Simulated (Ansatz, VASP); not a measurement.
# Nb in VASP and in Ansatz

```
Nb
1.0
    -1.62235    1.62235    1.62235
     1.62235   -1.62235    1.62235
     1.62235    1.62235   -1.62235
Nb
1
Direct
  0.00000 0.00000 0.00000
```

Change from the starting cell: strain -0.025 along x and y, -0.025 along z, atoms carried along.

Alike in both runs: task single point; functional PBE; k mesh 20 × 20 × 20; occupations gaussian, width 0.15 eV; no spin polarisation.

|  | VASP | Ansatz |
| --- | --- | --- |
| version | VASP 6.6.1 | Ansatz 0.2.0 |
| potentials or method | VASP PAW PBE potentials, release 64 (Nb_sv), cutoff 520 eV | scalar-relativistic, plane waves, PAW |
| valence electrons in the cell | 13 | 13 |

Ansatz gave:

| Item | Value |
| --- | --- |
| gap on the k mesh at the Fermi level (eV) | none |
| pressure (GPa) | 11.3 |

Question: Estimate VASP's values.

Answer: gap on the k mesh at the Fermi level (eV): none; pressure (GPa): 11.0.

A gap of «none» marks a metal or a gap that the smearing closes.
